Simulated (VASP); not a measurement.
# GaN (Fm-3m) in VASP: a series of runs

GaN is run at these levels: PBE; tasks: single point.

All numbers are computed with VASP 6.6.1; they aren't measurements. Logs are shortened: lines on timing, memory, paths and dates and some standing lists are left out, and cuts for length are marked.

## 1. The cell of the first run

It takes space group Fm-3m (No. 225, cubic). Conventional cell: a = 3.998 Å, b = 3.998 Å, c = 3.998 Å, α = 90.00°, β = 90.00°, γ = 90.00°. Within 2.6 Å of Ga (site symmetry m-3m) lie 6 N at 2.00 Å. N (site symmetry m-3m) has 6 Ga at 2.00 Å within 2.6 Å.

## 2. Single point, PBE (volume scaled by 1.01)

INCAR reads:

```
SYSTEM = GaN
ALGO = Normal
EDIFF = 1E-6
ENCUT = 600
GGA = PE
GGA_COMPAT = .False.
ISIF = 2
ISMEAR = -1
LASPH = .True.
LCHARG = .False.
LREAL = .False.
LWAVE = .False.
NBANDS = 16
NELM = 120
PREC = Accurate
SIGMA = 0.02
```

KPOINTS reads:

```
k-points
0
Gamma
  13 13 13
  0 0 0
```

POSCAR reads:

```
GaN
1.0
    0.0000000000      1.9991196500      1.9991196500
    1.9991196500      0.0000000000      1.9991196500
    1.9991196500      1.9991196500      0.0000000000
Ga N
1 1
Direct
    0.5000000000      0.5000000000      0.5000000000
    0.0000000000      0.0000000000      0.0000000000
```

Potentials or basis: VASP PAW PBE potentials, release 64 (Ga_d, N).

Launch:

```console
> cat potpaw_PBE.64/Ga_d/POTCAR potpaw_PBE.64/N/POTCAR > POTCAR
> mpirun -np 1 vasp_std > vasp.out
```

OUTCAR:

```text
SYSTEM = GaN
   EDIFF = 1E-6
   ENCUT = 600
   GGA = PE
   ISIF = 2
   ISMEAR = -1
   LASPH = .True.
   LREAL = .False.
   NELM = 120
   PREC = Accurate

 ion  position               nearest neighbor table
   1  0.500  0.500  0.500-   2 2.00   2 2.00   2 2.00   2 2.00   2 2.00   2 2.00
   2  0.000  0.000  0.000-   1 2.00   1 2.00   1 2.00   1 2.00   1 2.00   1 2.00

  LATTYP: Found a face centered cubic cell.
 ALAT       =     3.9982393000

  Lattice vectors:

 A1 = (   0.0000000000,   1.9991196500,   1.9991196500)
 A2 = (   1.9991196500,   0.0000000000,   1.9991196500)
 A3 = (   1.9991196500,   1.9991196500,   0.0000000000)

Analysis of symmetry for initial positions (statically):
=====================================================================
 Subroutine PRICEL returns:
 Original cell was already a primitive cell.

 Routine SETGRP: Setting up the symmetry group for a
 face centered cubic supercell.

 Subroutine GETGRP returns: Found 48 space group operations
 (whereof 48 operations were pure point group operations)
 out of a pool of 48 trial point group operations.

The static configuration has the point symmetry O_h .

Analysis of symmetry for dynamics (positions and initial velocities):
=====================================================================
 Subroutine PRICEL returns:
 Original cell was already a primitive cell.

 Routine SETGRP: Setting up the symmetry group for a
 face centered cubic supercell.

 Subroutine GETGRP returns: Found 48 space group operations
 (whereof 48 operations were pure point group operations)
 out of a pool of 48 trial point group operations.

The dynamic configuration has the point symmetry O_h .

 Subroutine INISYM returns: Found 48 space group operations
 (whereof 48 operations are pure point group operations),
 and found     1 'primitive' translations

----------------------------------------------------------------------------------------

                                     Primitive cell

  volume of cell :      15.9789

  direct lattice vectors                    reciprocal lattice vectors
     0.000000000  1.999119650  1.999119650    -0.250110092  0.250110092  0.250110092
     1.999119650  0.000000000  1.999119650     0.250110092 -0.250110092  0.250110092
     1.999119650  1.999119650  0.000000000     0.250110092  0.250110092 -0.250110092

  length of vectors
     2.827182122  2.827182122  2.827182122     0.433203387  0.433203387  0.433203387

  position of ions in fractional coordinates (direct lattice)
     0.500000000  0.500000000  0.500000000
     0.000000000  0.000000000  0.000000000

  ion indices of the primitive-cell ions
   primitive index   ion index
                 1           1
                 2           2

----------------------------------------------------------------------------------------

 KPOINTS: k-points

Automatic generation of k-mesh.
 Grid dimensions read from file:
 generate k-points for:   13   13   13

 Generating k-lattice:

  Cartesian coordinates                     Fractional coordinates (reciprocal lattice)
    -0.019239238  0.019239238  0.019239238     0.076923077  0.000000000  0.000000000
     0.019239238 -0.019239238  0.019239238     0.000000000  0.076923077  0.000000000
     0.019239238  0.019239238 -0.019239238     0.000000000  0.000000000  0.076923077

  Length of vectors
     0.033323337  0.033323337  0.033323337

  Shift w.r.t. Gamma in fractional coordinates (k-lattice)
     0.000000000  0.000000000  0.000000000

 Subroutine IBZKPT returns following result:
 ===========================================

 Found     84 irreducible k-points:

 Following reciprocal coordinates:
            Coordinates               Weight
  0.000000  0.000000  0.000000      1.000000
  0.076923  0.000000  0.000000      8.000000
  0.153846  0.000000  0.000000      8.000000
  0.230769  0.000000  0.000000      8.000000
  0.307692  0.000000  0.000000      8.000000
  0.384615  0.000000  0.000000      8.000000
[... 16 lines left out ...]
  0.384615  0.153846  0.000000     24.000000
  0.461538  0.153846  0.000000     24.000000
 [... further k-points ...]
   k-points           NKPTS =     84   k-points in BZ     NKDIM =     84   number of bands    NBANDS=     16
   number of dos      NEDOS =    301   number of ions     NIONS =      2
   total plane-waves  NPLWV =  13824
   dimension x,y,z NGX =    24 NGY =   24 NGZ =   24
   dimension x,y,z NGXF=    48 NGYF=   48 NGZF=   48
   ions per type =               1   1
   NGX,Y,Z   is equivalent  to a cutoff of  14.11, 14.11, 14.11 a.u.
   NGXF,Y,Z  is equivalent  to a cutoff of  28.23, 28.23, 28.23 a.u.
 SYSTEM =  GaN
   PREC   = accura    normal or accurate (medium, high low for compatibility)
   ISTART =      0    job   : 0-new  1-cont  2-samecut
   ICHARG =      2    charge: 1-file 2-atom 10-const
   ISPIN  =      1    spin polarized calculation?
   LNONCOLLINEAR =      F non collinear calculations
   LSORBIT =      F    spin-orbit coupling
   LASPH  =      T    aspherical Exc in radial PAW
   ENCUT  =  600.0 eV  44.10 Ry    6.64 a.u.   5.65  5.65  5.65*2*pi/ulx,y,z
   NELM   =    120;   NELMIN=  2; NELMDL= -5     # of ELM steps
   EDIFF  = 0.1E-05   stopping-criterion for ELM
   LREAL  =      F    real-space projection
   EDIFFG = 0.1E-04   stopping-criterion for IOM
   NSW    =      0    number of steps for IOM
   IBRION =     -1    ionic relax: 0-MD 1-quasi-New 2-CG
   NFREE  =      0    steps in history (QN), initial steepest desc. (CG)
   ISIF   =      2    stress and relaxation
   ISYM   =      2    0-nonsym 1-usesym 2-fastsym
   POTIM  = 0.5000    time-step for ionic-motion
   TEBEG  =    0.0;   TEEND  =   0.0 temperature during run
   PSTRESS=    0.0 pullay stress
   NELECT =      18.0000    total number of electrons
   NUPDOWN=      -1.0000    fix difference up-down
   EMIN   =  10.00;   EMAX   =-10.00  energy-range for DOS
   EFERMI =   0.00;   METHOD = LEGACY
   ISMEAR =    -1;   SIGMA  =   0.02  broadening in eV -4-tet -1-fermi 0-gaus
   EFERMI_NEDOS =   21; number of points for ismear=-14 and -15
   IALGO  =     38    algorithm
   IMIX   =      4    mixing-type and parameters
     AMIX     =   0.40;   BMIX     =  1.00
     AMIX_MAG =   1.60;   BMIX_MAG =  1.00
  volume/ion in A,a.u.               =       7.99        53.92
  Fermi-wavevector in a.u.,A,eV,Ry     =   1.703401  3.218961 39.478321  2.901575
  Thomas-Fermi vector in A             =   2.782994
   LORBIT       =      0    0 simple, 1 ext, 2 COOP (PROOUT), +10 PAW based schemes
   GGA     = PE    functional components
   LHFCALC =     F    Hartree Fock is set to
   AEXX    =    0.0000 exact exchange contribution
   IVDW    =     0    specifies the selected vdW correction
   LEPSILON=     F    determine dielectric tensor
   LRPA    =     F    only Hartree local field effects (RPA)
 non-spin polarized calculation
  energy-cutoff  :      600.00
  volume of cell :       15.98
 maximum number of plane-waves:       548
   NGX = 11   NGY = 11   NGZ = 11

 number of electron      18.0000000 magnetization

 Free energy of the ion-electron system (eV)
  ---------------------------------------------------
  ext. energy  EPLUGINS =         0.00000000
  ---------------------------------------------------
  free energy    TOTEN  =       -10.60483283 eV

  energy without entropy =      -10.60483283  energy(sigma->0) =      -10.60483283

 E-fermi :  10.6022     XC(G=0): -14.0601

 val. band max:       10.1564020956   @ k =  -0.2308   0.1538   0.0000
 cond. band min:      11.9971987490   @ k =   0.4615   0.4615   0.0000
 fundamental gap:      1.8407966534
 Fermi energy:        10.6021753296

 k-point     1 :       0.0000    0.0000    0.0000
  band No.  band energies     occupation
      1      -8.9692      2.00000
      2      -3.8308      2.00000
      3      -3.8308      2.00000
      4      -3.8308      2.00000
      5      -3.6852      2.00000
      6      -3.6852      2.00000
[... 8 lines left out ...]
     15      28.5493      0.00000
     16      28.5493      0.00000

 k-point     2 :       0.0769    0.0000    0.0000
  band No.  band energies     occupation
      1      -8.8331      2.00000
      2      -3.8410      2.00000
      3      -3.8210      2.00000
      4      -3.8210      2.00000
      5      -3.7008      2.00000
      6      -3.7008      2.00000
[... 8 lines left out ...]
     15      28.0655      0.00000
     16      28.0655      0.00000

 k-point     3 :       0.1538    0.0000    0.0000
  band No.  band energies     occupation
      1      -8.4312      2.00000
      2      -3.8706      2.00000
      3      -3.8292      2.00000
      4      -3.8292      2.00000
      5      -3.7079      2.00000
      6      -3.7079      2.00000
[... 8 lines left out ...]
     15      28.1673      0.00000
     16      28.1673      0.00000

 k-point     4 :       0.2308    0.0000    0.0000
  band No.  band energies     occupation
      1      -7.7860      2.00000
      2      -3.9176      2.00000
      3      -3.9028      2.00000
      4      -3.9028      2.00000
      5      -3.6538      2.00000
      6      -3.6538      2.00000
[... 8 lines left out ...]
     15      29.2341      0.00000
     16      29.2341      0.00000
[... 324 lines left out ...]
 k-point    22 :       0.3077    0.1538    0.0000
  band No.  band energies     occupation
      1      -7.2180      2.00000
      2      -3.9983      2.00000
      3      -3.9315      2.00000
      4      -3.8082      2.00000
      5      -3.5904      2.00000
      6      -3.5490      2.00000
[... 8 lines left out ...]
     15      32.3244      0.00000
     16      33.5563      0.00000

 k-point    23 :       0.3846    0.1538    0.0000
  band No.  band energies     occupation
      1      -6.5099      2.00000
      2      -4.0706      2.00000
      3      -3.9037      2.00000
      4      -3.8883      2.00000
      5      -3.4911      2.00000
      6      -3.4160      2.00000
[... 8 lines left out ...]
     15      32.5794      0.00000
     16      34.9510      0.00000

 k-point    24 :       0.4615    0.1538    0.0000
  band No.  band energies     occupation
      1      -5.8923      2.00000
      2      -4.1383      2.00000
      3      -3.9666      2.00000
      4      -3.8477      2.00000
      5      -3.4621      2.00000
      6      -3.1537      2.00000
[... 8 lines left out ...]
     15      32.9612      0.00000
     16      36.2964      0.00000

 [... further k-points ...]

------------------------ aborting loop because EDIFF is reached ----------------------------------------

  FORCE on cell =-STRESS in cart. coord.  units (eV):
  Direction    XX          YY          ZZ          XY          YZ          ZX
  --------------------------------------------------------------------------------------
  -------------------------------------------------------------------------------------
  Total        6.5090998      6.5090998      6.5090998      0.0000000      0.0000000     -0.0000000
  in kB      652.6572286    652.6572286    652.6572286      0.0000000      0.0000000     -0.0000000
  external PRESSURE =     652.6572286 kB  Pullay stress =       0.0000000 kB

 VOLUME and BASIS-vectors are now :
 -----------------------------------------------------------------------------
  energy-cutoff  :      600.00
  volume of cell :       15.98
      direct lattice vectors                 reciprocal lattice vectors
     0.000000000  1.999119650  1.999119650    -0.250110092  0.250110092  0.250110092
     1.999119650  0.000000000  1.999119650     0.250110092 -0.250110092  0.250110092
     1.999119650  1.999119650  0.000000000     0.250110092  0.250110092 -0.250110092

 POSITION                                       TOTAL-FORCE (eV/Angst)
 -----------------------------------------------------------------------------------
      1.99912      1.99912      1.99912         0.000000     -0.000000     -0.000000
      0.00000      0.00000      0.00000        -0.000000      0.000000      0.000000
 -----------------------------------------------------------------------------------
    total drift:                                0.000000     -0.000000      0.000000

  FREE ENERGIE OF THE ION-ELECTRON SYSTEM (eV)
  ---------------------------------------------------
  free  energy   TOTEN  =       -10.6048328349 eV

  energy  without entropy=      -10.6048328349  energy(sigma->0) =      -10.60483283
```

Run time: 54 s. Hardware: 1 thread of AMD EPYC 7R13, shared host; peak memory 0.13 GiB.

Results:

- Free energy: -10.6048 eV
- Pressure: 65.3 GPa
- Band gap on the k mesh: 1.84 eV, indirect (least direct gap 5.06 eV)

## 3. Single point, PBE (volume scaled by 0.99)

INCAR reads:

```
PREC = Accurate ; ENCUT = 600
EDIFF = 1E-6 ; ISMEAR = -1
SIGMA = 0.02 ; LREAL = False
LASPH = True ; NELM = 120
ALGO = Normal ; ISIF = 2
LWAVE = False ; LCHARG = False
GGA = PE ; NBANDS = 16
GGA_COMPAT = False
```

KPOINTS reads:

```
Automatic mesh
0
Gamma
  13 13 13
```

POSCAR reads:

```
GaN
1.0
    0.0000000000      1.9858360706      1.9858360706
    1.9858360706      0.0000000000      1.9858360706
    1.9858360706      1.9858360706      0.0000000000
Ga N
1 1
Direct
    0.5000000000      0.5000000000      0.5000000000
    0.0000000000      0.0000000000      0.0000000000
```

Potentials or basis: VASP PAW PBE potentials, release 64 (Ga_d, N).

Launch:

```console
> cat potpaw_PBE.64/Ga_d/POTCAR potpaw_PBE.64/N/POTCAR > POTCAR
> mpirun -np 1 vasp_std > vasp.out
```

OUTCAR:

```text
PREC = Accurate
   ENCUT = 600
   EDIFF = 1E-6
   ISMEAR = -1
   LREAL = False
   LASPH = True
   NELM = 120
   ISIF = 2
   GGA = PE

 ion  position               nearest neighbor table
   1  0.500  0.500  0.500-   2 1.99   2 1.99   2 1.99   2 1.99   2 1.99   2 1.99
   2  0.000  0.000  0.000-   1 1.99   1 1.99   1 1.99   1 1.99   1 1.99   1 1.99

  LATTYP: Found a face centered cubic cell.
 ALAT       =     3.9716721412

  Lattice vectors:

[... 641 lines left out ...]

------------------------ aborting loop because EDIFF is reached ----------------------------------------

  FORCE on cell =-STRESS in cart. coord.  units (eV):
  Direction    XX          YY          ZZ          XY          YZ          ZX
  --------------------------------------------------------------------------------------
  -------------------------------------------------------------------------------------
  Total        7.3427711      7.3427711      7.3427711      0.0000000      0.0000000     -0.0000000
  in kB      751.1218475    751.1218475    751.1218475      0.0000000      0.0000000     -0.0000000
  external PRESSURE =     751.1218475 kB  Pullay stress =       0.0000000 kB

 VOLUME and BASIS-vectors are now :
 -----------------------------------------------------------------------------
  energy-cutoff  :      600.00
  volume of cell :       15.66
      direct lattice vectors                 reciprocal lattice vectors
     0.000000000  1.985836071  1.985836071    -0.251783119  0.251783119  0.251783119
     1.985836071  0.000000000  1.985836071     0.251783119 -0.251783119  0.251783119
     1.985836071  1.985836071  0.000000000     0.251783119  0.251783119 -0.251783119

 POSITION                                       TOTAL-FORCE (eV/Angst)
 -----------------------------------------------------------------------------------
      1.98584      1.98584      1.98584         0.000000     -0.000000      0.000000
      0.00000      0.00000      0.00000        -0.000000      0.000000     -0.000000
 -----------------------------------------------------------------------------------
    total drift:                                0.000000     -0.000000      0.000000

  FREE ENERGIE OF THE ION-ELECTRON SYSTEM (eV)
  ---------------------------------------------------
  free  energy   TOTEN  =       -10.4655966770 eV

  energy  without entropy=      -10.4655966770  energy(sigma->0) =      -10.46559668
```

OSZICAR:

```text
N       E                     dE             d eps       ncg     rms          rms(c)
DAV:   1     0.830905395905E+02    0.83091E+02   -0.97389E+03  2976   0.250E+03
DAV:   2    -0.784112645192E+01   -0.90932E+02   -0.85096E+02  3128   0.365E+02
DAV:   3    -0.125217838359E+02   -0.46807E+01   -0.46653E+01  3064   0.701E+01
DAV:   4    -0.125623303069E+02   -0.40546E-01   -0.40543E-01  3368   0.697E+00
DAV:   5    -0.125627252039E+02   -0.39490E-03   -0.39489E-03  3224   0.633E-01    0.802E+00
DAV:   6    -0.105015634219E+02    0.20612E+01   -0.40155E+00  3984   0.479E+01    0.254E+00
DAV:   7    -0.104806581744E+02    0.20905E-01   -0.34893E-01  3112   0.553E+00    0.166E+00
DAV:   8    -0.104673154593E+02    0.13343E-01   -0.25431E-02  3688   0.333E+00    0.309E-01
DAV:   9    -0.104656312893E+02    0.16842E-02   -0.65534E-03  3552   0.289E+00    0.806E-02
DAV:  10    -0.104655955493E+02    0.35740E-04   -0.35334E-04  3032   0.241E-01    0.420E-02
DAV:  11    -0.104656000861E+02   -0.45368E-05   -0.12833E-04  3368   0.203E-01    0.313E-02
DAV:  12    -0.104655967628E+02    0.33232E-05   -0.13466E-05  3096   0.487E-02    0.115E-02
DAV:  13    -0.104655966770E+02    0.85795E-07   -0.54383E-07  2016   0.736E-03
   1 F= -.10465597E+02 E0= -.10465597E+02  d E =-.108292E-12
```

stdout:

```text
POSCAR found type information on POSCAR GaN
 POSCAR found :  2 types and       2 ions
 scaLAPACK will be used
 LDA part: xc-table for (Slater+PW92), standard interpolation
 POSCAR, INCAR and KPOINTS ok, starting setup
 FFT: planning ... GRIDC
 FFT: planning ... GRID_SOFT
 FFT: planning ... GRID
 WAVECAR not read
 entering main loop
```

Wall time 56 s (1 thread of AMD EPYC 7R13, shared host); peak memory 0.13 GiB.

What came out:

- Free energy: -10.4656 eV
- Pressure: 75.1 GPa
- Band gap on the k mesh: 1.99 eV, indirect (least direct gap 5.36 eV)

Levels at points of the mesh, in eV from the valence-band top:
| k point | band 5 | band 6 | band 7 | band 8 | band 9 | band 10 | band 11 | band 12 | band 13 | band 14 |
| --- | --- | --- | --- | --- | --- | --- | --- | --- | --- | --- |
| (0.00, 0.00, 0.00) | -13.85 | -13.85 | -0.77 | -0.77 | -0.77 | 4.60 | 15.88 | 15.88 | 15.88 | 16.71 |

 A k mesh can miss the band edges.
